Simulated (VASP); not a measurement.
# Ni (Fm-3m) in VASP: notebook

The runs below take Ni through single point, relaxation of cell and atoms, with PBEsol.

All numbers are computed with VASP 6.6.1; they aren't measurements. Logs are shortened: lines on timing, memory, paths and dates and some standing lists are left out, and cuts for length are marked.

## (1) The cell of the first run

Symmetry: Fm-3m, No. 225, cubic system. Conventional cell: a = 3.463 Å, b = 3.463 Å, c = 3.463 Å, α = 90.00°, β = 90.00°, γ = 90.00°. Ni (site symmetry m-3m) has 12 Ni at 2.45 Å within 3.2 Å.

## (2) Single point, PBEsol, collinear spin, ferromagnetic start

Contents of INCAR:

```
SYSTEM = Ni
PREC = Accurate
ENCUT = 520
EDIFF = 1E-7
ISMEAR = 1
SIGMA = 0.1
LREAL = .FALSE.
LASPH = .TRUE.
NELM = 150
ALGO = Normal
ISIF = 2
LWAVE = .FALSE.
LCHARG = .FALSE.
ISPIN = 2
MAGMOM = 0.7
LORBIT = 11
LMAXMIX = 4
GGA = PS
NBANDS = 15
```

Contents of KPOINTS:

```
regular mesh
0
G
  24 24 24
  0 0 0
```

Contents of POSCAR:

```
Ni
1.0
    0.0000000000      1.7316504152      1.7316504152
    1.7316504152      0.0000000000      1.7316504152
    1.7316504152      1.7316504152      0.0000000000
Ni
1
Direct
    0.0000000000      0.0000000000      0.0000000000
```

Potentials or basis: VASP PAW PBE potentials, release 64 (Ni).

Command:

```
> cat potpaw_PBE.64/Ni/POTCAR > POTCAR
> mpirun -np 1 vasp_std > vasp.out
```

OUTCAR:

```text
SYSTEM = Ni
   PREC = Accurate
   ENCUT = 520
   EDIFF = 1E-7
   ISMEAR = 1
   LREAL = .FALSE.
   LASPH = .TRUE.
   NELM = 150
   ISIF = 2
   ISPIN = 2
   LORBIT = 11
   GGA = PS

 ion  position               nearest neighbor table
   1  0.000  0.000  0.000-

  LATTYP: Found a face centered cubic cell.
 ALAT       =     3.4633008304

  Lattice vectors:

 A1 = (   0.0000000000,   1.7316504152,   1.7316504152)
 A2 = (   1.7316504152,   0.0000000000,   1.7316504152)
 A3 = (   1.7316504152,   1.7316504152,   0.0000000000)

Analysis of symmetry for initial positions (statically):
=====================================================================
 Subroutine PRICEL returns:
 Original cell was already a primitive cell.

 Routine SETGRP: Setting up the symmetry group for a
 face centered cubic supercell.

 Subroutine GETGRP returns: Found 48 space group operations
 (whereof 48 operations were pure point group operations)
 out of a pool of 48 trial point group operations.

The static configuration has the point symmetry O_h .

Analysis of symmetry for dynamics (positions and initial velocities):
=====================================================================
 Subroutine PRICEL returns:
 Original cell was already a primitive cell.

 Routine SETGRP: Setting up the symmetry group for a
 face centered cubic supercell.

 Subroutine GETGRP returns: Found 48 space group operations
 (whereof 48 operations were pure point group operations)
 out of a pool of 48 trial point group operations.

The dynamic configuration has the point symmetry O_h .

Analysis of structural, dynamic, and magnetic symmetry:
=====================================================================
 Subroutine PRICEL returns:
 Original cell was already a primitive cell.

 Routine SETGRP: Setting up the symmetry group for a
 face centered cubic supercell.

 Subroutine GETGRP returns: Found 48 space group operations
 (whereof 48 operations were pure point group operations)
 out of a pool of 48 trial point group operations.

The overall configuration has the point symmetry O_h .

 Subroutine INISYM returns: Found 48 space group operations
 (whereof 48 operations are pure point group operations),
 and found     1 'primitive' translations

----------------------------------------------------------------------------------------

                                     Primitive cell

  volume of cell :      10.3851

  direct lattice vectors                    reciprocal lattice vectors
     0.000000000  1.731650415  1.731650415    -0.288741882  0.288741882  0.288741882
[... 119 lines left out ...]
 maximum number of plane-waves:       295
   NGX =  9   NGY =  9   NGZ =  9

 number of electron      10.0000000 magnetization       0.7000000

 number of electron       9.9999994 magnetization       0.6267551

 Free energy of the ion-electron system (eV)
  ---------------------------------------------------
  ext. energy  EPLUGINS =         0.00000000
  ---------------------------------------------------
  free energy    TOTEN  =        -6.13455351 eV

  energy without entropy =       -6.13462095  energy(sigma->0) =       -6.13457599

 E-fermi :   9.8696     XC(G=0): -13.7138

 val. band max:        9.8661846945   @ k =  -0.2917   0.3333   0.1250
 cond. band min:       9.8698488661   @ k =   0.4167   0.3333   0.0833
 fundamental gap:      0.0036641717
 Fermi energy:         9.8696241452

 spin component 1

 k-point     1 :       0.0000    0.0000    0.0000
  band No.  band energies     occupation
      1       0.4720      1.00000
      2       7.3083      1.00000
      3       7.3083      1.00000
      4       7.3083      1.00000
      5       8.5635      1.00000
      6       8.5635      1.00000
      7      33.9530      0.00000
      8      38.1591      0.00000
      9      38.1591      0.00000
     10      38.1591      0.00000
     11      41.2369      0.00000
     12      41.2369      0.00000
     13      41.2369      0.00000
     14      44.1508      0.00000
[... 403 lines left out ...]
      4       8.5292      1.00000
      5       9.2632      1.00000
      6       9.6676      1.00747
      7      16.6194      0.00000
      8      32.2404      0.00000
      9      34.3463      0.00000
     10      35.0924      0.00000
     11      38.7707      0.00000
     12      39.3104      0.00000
     13      44.9877      0.00000
     14      54.4063      0.00000
     15      55.8737      0.00000

 [... further k-points ...]

 spin component 2

 k-point     1 :       0.0000    0.0000    0.0000
  band No.  band energies     occupation
      1       0.4630      1.00000
      2       8.0349      1.00000
      3       8.0349      1.00000
      4       8.0349      1.00000
      5       9.1718      1.00000
      6       9.1718      1.00000
      7      33.8447      0.00000
      8      38.1569      0.00000
      9      38.1569      0.00000
     10      38.1569      0.00000
     11      41.3623      0.00000
     12      41.3623      0.00000
     13      41.3623      0.00000
     14      44.0651      0.00000
[... 403 lines left out ...]
      4       8.7957      1.00000
      5      10.0084     -0.03221
      6      10.2107     -0.00001
      7      16.9890      0.00000
      8      32.1580      0.00000
      9      34.4429      0.00000
     10      35.1905      0.00000
     11      38.8308      0.00000
     12      39.3801      0.00000
     13      45.1367      0.00000
     14      54.7900      0.00000
     15      56.9679      0.00000

 [... further k-points ...]
[... 5 lines left out ...]
  --------------------------------------------------------------------------------------
  -------------------------------------------------------------------------------------
  Total       -0.0077789     -0.0077789     -0.0077789      0.0000000      0.0000000     -0.0000000
  in kB       -1.2000949     -1.2000949     -1.2000949      0.0000000      0.0000000     -0.0000000
  external PRESSURE =      -1.2000949 kB  Pullay stress =       0.0000000 kB

 VOLUME and BASIS-vectors are now :
 -----------------------------------------------------------------------------
  energy-cutoff  :      520.00
  volume of cell :       10.39
      direct lattice vectors                 reciprocal lattice vectors
     0.000000000  1.731650415  1.731650415    -0.288741882  0.288741882  0.288741882
     1.731650415  0.000000000  1.731650415     0.288741882 -0.288741882  0.288741882
     1.731650415  1.731650415  0.000000000     0.288741882  0.288741882 -0.288741882

 POSITION                                       TOTAL-FORCE (eV/Angst)
 -----------------------------------------------------------------------------------
      0.00000      0.00000      0.00000         0.000000      0.000000      0.000000
 -----------------------------------------------------------------------------------
    total drift:                                0.000000     -0.000000      0.000000

  FREE ENERGIE OF THE ION-ELECTRON SYSTEM (eV)
  ---------------------------------------------------
  free  energy   TOTEN  =        -6.1345535071 eV

  energy  without entropy=       -6.1346209519  energy(sigma->0) =       -6.13457599

 total charge

# of ion       s       p       d       tot
------------------------------------------
    1        0.521   0.546   8.333   9.400

 magnetization (x)

# of ion       s       p       d       tot
------------------------------------------
    1       -0.006  -0.024   0.663   0.632
```

OSZICAR:

```text
N       E                     dE             d eps       ncg     rms          rms(c)
DAV:   1     0.320857595877E+02    0.32086E+02   -0.41969E+03 26332   0.866E+02
DAV:   2    -0.595479175985E+01   -0.38041E+02   -0.35333E+02 28350   0.163E+02
DAV:   3    -0.734163977845E+01   -0.13868E+01   -0.13722E+01 30219   0.306E+01
DAV:   4    -0.734977344421E+01   -0.81337E-02   -0.81327E-02 30590   0.223E+00
DAV:   5    -0.734986121945E+01   -0.87775E-04   -0.87775E-04 30788   0.207E-01    0.111E+01
DAV:   6    -0.647819351473E+01    0.87167E+00   -0.14865E+01 35952   0.428E+01    0.576E+00
DAV:   7    -0.615510911333E+01    0.32308E+00   -0.23376E+00 32367   0.153E+01    0.200E+00
DAV:   8    -0.613804190275E+01    0.17067E-01   -0.25135E-02 32113   0.106E+00    0.966E-01
DAV:   9    -0.613521054765E+01    0.28314E-02   -0.18509E-03 41345   0.248E-01    0.282E-01
DAV:  10    -0.613457233996E+01    0.63821E-03   -0.52540E-04 41955   0.120E-01    0.580E-02
DAV:  11    -0.613455296656E+01    0.19373E-04   -0.93462E-05 36868   0.818E-02    0.239E-02
DAV:  12    -0.613455341344E+01   -0.44688E-06   -0.18385E-06 31328   0.117E-02    0.131E-02
DAV:  13    -0.613455364995E+01   -0.23651E-06   -0.31493E-07 33560   0.576E-03    0.781E-03
DAV:  14    -0.613455352468E+01    0.12527E-06   -0.30354E-07 27039   0.522E-03    0.857E-04
DAV:  15    -0.613455350709E+01    0.17593E-07   -0.68825E-09 17507   0.632E-04
   1 F= -.61345535E+01 E0= -.61345760E+01  d E =0.674448E-04  mag=     0.6268
```

Wall time 57 s (1 thread of Intel Xeon 6975P-C (Granite Rapids), shared host); peak memory 0.2 GiB.

What came out:

| Item | Value |
| --- | --- |
| Free energy | -6.1346 eV |
| Pressure | -0.1 GPa |
| Net moment | 0.63 μB per cell |
| Site moments | Ni +0.63 μB |
| Valence electrons inside the program's atomic spheres | Ni 9.40 |

Caveat: the PAW data sets were made with another functional, which shifts forces and pressure a little.

## (3) Relaxation of cell and atoms, PBEsol, collinear spin, ferromagnetic start

This run uses another cell than the first one, of 10.94 Å³/atom, 1.053 times its volume.

Contents of INCAR:

```
PREC = Accurate
ENCUT = 600
EDIFF = 1E-7
ISMEAR = 1
SIGMA = 0.1
LREAL = False
LASPH = True
NELM = 150
ALGO = Normal
ISIF = 3
LWAVE = False
LCHARG = False
ISPIN = 2
MAGMOM = 0.7
LORBIT = 11
LMAXMIX = 4
GGA = PS
IBRION = 2
NSW = 80
EDIFFG = -0.01
```

Contents of KPOINTS:

```
Automatic mesh
0
Gamma
  24 24 24
```

Contents of POSCAR:

```
Ni
1.0
    0.0000000000      1.7619350000      1.7619350000
    1.7619350000      0.0000000000      1.7619350000
    1.7619350000      1.7619350000      0.0000000000
Ni
1
Direct
    0.0000000000      0.0000000000      0.0000000000
```

Potentials or basis: VASP PAW PBE potentials, release 64 (Ni).

Command:

```
> cat potpaw_PBE.64/Ni/POTCAR > POTCAR
> mpirun -np 1 vasp_std > vasp.out
```

Run time: 90 s. Hardware: 1 thread of Intel Xeon 6975P-C (Granite Rapids), shared host; peak memory 0.22 GiB.

The run converged. Its results:

```yaml
Free_energy: -6.1347 eV
Relaxed_volume: 10.38 Å³/atom
Relaxed_cell: a = 2.448 Å, b = 2.448 Å, c = 2.448 Å, α = 60.00°, β = 60.00°, γ = 60.00°
Space_group_after_relaxing_to_0.05_Å: Fm-3m (No. 225)
Energy_gained_by_relaxing: 19.5 meV/atom
Ionic_steps: 3
Pressure_after_relaxing: -0.1 GPa
Net_moment: 0.63 μB per cell
Site_moments: Ni +0.63 μB
Valence_electrons_inside_the_program's_atomic_spheres: Ni 9.40
```

The path:
| step | energy change (eV) | largest force (eV/Å) | pressure (GPa) | volume (Å³) |
| --- | --- | --- | --- | --- |
| 1 | 0.0000 | 0.0000 | -10.53 | 10.94 |
| 2 | 0.0018 | 0.0000 | 13.48 | 9.84 |
| 3 | -0.0195 | 0.0000 | -0.09 | 10.38 |

Final structure:
```
Ni
1.0
     0.00000    1.73131    1.73131
     1.73131    0.00000    1.73131
     1.73131    1.73131    0.00000
Ni
1
Direct
  0.00000 0.00000 0.00000
```

Levels at points of the mesh, in eV from the Fermi level:
Spin up:
```
           k point  band 1  band 2  band 3  band 4  band 5  band 6  band 7  band 8  band 9
(0.00, 0.00, 0.00)   -9.40   -2.56   -2.56   -2.56   -1.31   -1.31   24.09   28.30   28.30
(0.50, 0.00, 0.00)   -5.13   -2.55   -2.55   -0.59   -0.59   -0.44    5.97   22.56   25.43
(0.50, 0.50, 0.00)   -4.96   -4.47   -0.54   -0.44   -0.44    2.41    9.61   15.20   15.20
```
Spin down:
| k point | band 2 | band 3 | band 4 | band 5 | band 6 | band 7 | band 8 | band 9 |
| --- | --- | --- | --- | --- | --- | --- | --- | --- |
| (0.00, 0.00, 0.00) | -1.84 | -1.84 | -1.84 | -0.70 | -0.70 | 23.98 | 28.30 | 28.30 |
| (0.50, 0.00, 0.00) | -1.94 | -1.94 | -0.47 | 0.16 | 0.16 | 6.40 | 22.46 | 25.53 |
| (0.50, 0.50, 0.00) | -3.87 | 0.09 | 0.39 | 0.39 | 2.40 | 9.88 | 15.23 | 15.23 |

Caveat: the PAW data sets were made with another functional, which shifts forces and pressure a little.
